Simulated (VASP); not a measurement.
Write the native input for VASP 6.6.1 that does the following.

```
Task                   : single point
Functional             : PBE
Potentials or basis    : VASP PAW PBE potentials, release 64 (Ge_d)
Cutoff                 : 520 eV
k mesh                 : 20 × 20 × 18
Occupations            : gaussian, width 0.15 eV
Spin                   : no spin polarisation
Dipole correction      : no
Further INCAR settings : ALGO = Normal; EDIFF = 1e-07; NBANDS = 13
```

The structure of Ge lies in POSCAR:

```
Ge
1.0
    1.5193995375     -2.8280611500      0.0000000000
    1.5193995375      2.8280611500      0.0000000000
    0.0000000000      0.0000000000      2.6982310000
Ge
1
Direct
    0.5000000000      0.5000000000      0.0000000000
```

This cell differs from its parent crystal: strain +0.0875 x Voigt [1, 1, 0, 0, 0, 0].

These files were run (other wordings do the same):

INCAR

```
ALGO = Normal ; EDIFF = 1E-7
ENCUT = 520 ; GGA = PE
ISIF = 2 ; ISMEAR = 0
LASPH = True ; LCHARG = False
LREAL = False ; LWAVE = False
NBANDS = 13 ; NELM = 80
PREC = Accurate ; SIGMA = 0.15
```

KPOINTS

```
k-points
0
Gamma
  20 20 18
```

Potentials or basis: VASP PAW PBE potentials, release 64 (Ge_d).

Launch:

```bash
$ cat potpaw_PBE.64/Ge_d/POTCAR > POTCAR
$ mpirun -np 1 vasp_std > vasp.out
```

Results of the run:

| Quantity | Value |
| --- | --- |
| Pressure | -7.3 GPa |
| Band gap on the k mesh | zero (bands 7 and 8 overlap by 7.48 eV) |

Caveat: the cell differs from its parent crystal (strain +0.0875 x Voigt [1, 1, 0, 0, 0, 0]); the stress differs along the axes, from -10 to -2 GPa.

Wall time 2.3 min on 1 thread of Intel(R) Xeon(R) 6975P-C (Granite Rapids) (shared host), peak memory 0.39 GiB.
